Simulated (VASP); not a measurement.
AgCl, 2 atoms in the cell. The structure is cubic, space group F-43m (No. 216). Conventional cell: a = 6.104 Å, b = 6.104 Å, c = 6.104 Å, α = 90.00°, β = 90.00°, γ = 90.00°. Ag (site symmetry -43m) has 4 Cl at 2.64 Å within 3.5 Å. Within 3.5 Å of Cl (site symmetry -43m) lie 4 Ag at 2.64 Å.  This cell differs from its parent crystal: volume changed by +6%.

| Quantity | Value |
| --- | --- |
| Program | VASP 6.6.1 |
| Task | single point |
| Functional | r2SCAN |
| Potentials or basis | VASP PAW PBE potentials, release 64 (Ag, Cl) |
| Cutoff | 520 eV |
| k mesh | 6 × 6 × 6 |
| Occupations | gaussian, width 0.01 eV |
| Spin | no spin polarisation |
| Dipole correction | no |
| Further INCAR settings | ALGO = Normal; EDIFF = 1e-07; NBANDS = 16 |

Potentials or basis: VASP PAW PBE potentials, release 64 (Ag, Cl).

Run with:

```bash
$ cat potpaw_PBE.64/Ag/POTCAR potpaw_PBE.64/Cl/POTCAR > POTCAR
$ cp INCAR.step1 INCAR
$ mpirun -np 1 vasp_std > vasp.out
$ cp INCAR.step2 INCAR
$ mpirun -np 1 vasp_std > vasp.out
```

Hardware: 1 thread of AMD EPYC 9R45 96-Core Processor (Zen 5), on a shared host.

Problem. How long does it take, and how much memory?

Solution. Wall time 40 s on 1 thread of AMD EPYC 9R45 96-Core Processor (Zen 5), on a shared host, peak memory 0.16 GiB. Counts: k points 16.
